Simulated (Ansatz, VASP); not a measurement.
**Two plane-wave programs on Sn2C3**

Contents of INCAR:

```
SYSTEM = Sn2C3
ALGO = Normal
EDIFF = 1E-7
EDIFFG = -0.08
ENCUT = 600
GGA = PE
GGA_COMPAT = .FALSE.
IBRION = 2
ISIF = 3
ISMEAR = 0
LASPH = .TRUE.
LCHARG = .FALSE.
LREAL = .FALSE.
LWAVE = .FALSE.
NELM = 120
NELMIN = 4
NSW = 36
PREC = Accurate
SIGMA = 0.2
```

Contents of KPOINTS:

```
k-points
0
G
  3 3 3
  0 0 0
```

File POSCAR:

```
Sn2C3
1.0
    0.0000000000      4.5419650600      4.5419650600
    4.5419650600      0.0000000000      4.5419650600
    4.5419650600      4.5419650600      0.0000000000
Sn C
4 6
Direct
    0.3404271100      0.3404271100      0.3404271100
    0.3404271100      0.3404271100      0.9787186700
    0.3404271100      0.9787186700      0.3404271100
    0.9787186700      0.3404271100      0.3404271100
    0.8882347900      0.1117652100      0.1117652100
    0.1117652100      0.8882347900      0.8882347900
    0.1117652100      0.8882347900      0.1117652100
    0.8882347900      0.1117652100      0.8882347900
    0.1117652100      0.1117652100      0.8882347900
    0.8882347900      0.8882347900      0.1117652100
```

Input for Ansatz:

```yaml
crystal:
  lattice:
    - [0.0, 4.54196506, 4.54196506]
    - [4.54196506, 0.0, 4.54196506]
    - [4.54196506, 4.54196506, 0.0]
  atoms:
    - { symbol: Sn, position: [0.34042711, 0.34042711, 0.34042711] }
    - { symbol: Sn, position: [0.34042711, 0.34042711, 0.97871867] }
    - { symbol: Sn, position: [0.34042711, 0.97871867, 0.34042711] }
    - { symbol: Sn, position: [0.97871867, 0.34042711, 0.34042711] }
    - { symbol: C, position: [0.88823479, 0.11176521, 0.11176521] }
    - { symbol: C, position: [0.11176521, 0.88823479, 0.88823479] }
    - { symbol: C, position: [0.11176521, 0.88823479, 0.11176521] }
    - { symbol: C, position: [0.88823479, 0.11176521, 0.88823479] }
    - { symbol: C, position: [0.11176521, 0.11176521, 0.88823479] }
    - { symbol: C, position: [0.88823479, 0.88823479, 0.11176521] }
basis:
  ecutwfc: 420
kpoints:
  mp_grid: { grid: [3, 3, 3] }
hamiltonian:
  xc: pbe
scf:
  occupations: { method: gaussian, width: 0.2 }
  lower_state_search: "off"
output:
  forces: true
  stress: true
  eigenvalues: true
relax:
  adjacent_minimum: "off"
  f_tol: 0.08
  max_steps: 16
  cell: { stress_tol: 0.8 }
```

Alike in both runs: task relaxation of cell and atoms; functional PBE; k mesh 3 × 3 × 3; occupations gaussian, width 0.2 eV; no spin polarisation.

```csv
,VASP,Ansatz
version,VASP 6.6.1,Ansatz 0.2.0
potentials or method,"VASP PAW PBE potentials, release 64 (Sn_d, C), cutoff 600 eV","scalar-relativistic, plane waves, PAW"
valence electrons in the cell,80,80
```

Ansatz gave:

```
gap on the k mesh at the Fermi level, each at its own relaxed structure (eV) : none
relaxed volume (Å³/atom)                                                     : 20.66
relaxed length of the cell vector where the two differ most in proportion (Å)              : 6.636
```

Q: Which values does VASP return?

A: gap on the k mesh at the Fermi level, each at its own relaxed structure (eV): none; relaxed volume (Å³/atom): 21.30; relaxed length of the cell vector where the two differ most in proportion (Å): 6.703.

A gap of «none» marks a metal or a gap that the smearing closes.

The k mesh is coarse, so the values compare programs but aren't converged.
